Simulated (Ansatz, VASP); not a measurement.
# AgCl in VASP and in Ansatz

```xyz
2
Lattice="3.3312 0.0000 -0.1832 0.0000 3.3312 -0.0916 -0.1832 -0.0916 3.3312" Properties=species:S:1:pos:R:3 pbc="T T T"
Ag    0.0000    0.0000    0.0000
Cl    1.5740    1.6198    1.5282
```

Change from the starting cell: engineering shear strain xz -0.1100, engineering shear strain yz -0.0550.

Alike in both runs: task single point; functional PBEsol; k mesh 10 × 10 × 10; occupations gaussian, width 0.05 eV; no spin polarisation.

```csv
,VASP,Ansatz
version,VASP 6.6.1,Ansatz 0.2.0
potentials or method,"VASP PAW PBE potentials, release 64 (Ag, Cl), cutoff 520 eV","scalar-relativistic, plane waves, PAW"
valence electrons in the cell,18,26
```

Ansatz gave:

- gap on the k mesh at the Fermi level (eV): 0.15
- least direct gap on the mesh (eV): 2.11
- pressure (GPa): 0.7
- traceless stress, the component that is largest in VASP (GPa): -1.02

Problem. What did VASP give for the same quantities?

Solution. gap on the k mesh at the Fermi level (eV): 0.15; least direct gap on the mesh (eV): 2.11; pressure (GPa): 0.6; traceless stress, the component that is largest in VASP (GPa): -1.03.

VASP's potentials were made for PBE, not for PBEsol. The functional is the same, so the differences come from potentials, cutoffs and numerics. VASP's potentials hold 18 valence electrons a cell and Ansatz's 26, so a difference there can come from the potentials and not from the codes.
